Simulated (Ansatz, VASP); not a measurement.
## One calculation of Os4C, two programs

```
Os C
1.0
    -2.60273    2.60273    2.60273
     2.60273   -2.60273    2.60273
     2.60273    2.60273   -2.60273
Os C
4 1
Cartesian
  1.3014 1.3014 1.3014
  -1.3014 1.3014 1.3014
  1.3014 1.3014 -1.3014
  1.3014 -1.3014 1.3014
  0.0000 0.0000 0.0000
```

Change from the starting cell: species swapped into the Hg4Pt type (Im-3m, No. 229).

Alike in both runs: functional PBE; k mesh 10 × 10 × 10; occupations gaussian, width 0.1 eV; no spin polarisation.

Ansatz relaxed the structure, and its values are those at the end. VASP's run is a single point on that final structure, the one shown.

|  | VASP | Ansatz |
| --- | --- | --- |
| version | VASP 6.6.1 | Ansatz 0.2.0 |
| potentials or method | VASP PAW PBE potentials, release 64 (Os, C), cutoff 520 eV | scalar-relativistic, plane waves, PAW |
| valence electrons in the cell | 36 | 68 |

```tsv
	VASP	Ansatz	Ansatz less VASP
gap on the k mesh at the Fermi level (eV)	none	none	-
pressure (GPa)	0.5	0.0	-0.46
```

A gap of «none» marks a metal or a gap that the smearing closes. VASP's potentials hold 36 valence electrons a cell and Ansatz's 68, so a difference there can come from the potentials and not from the codes.

Spin-orbit coupling is off throughout.
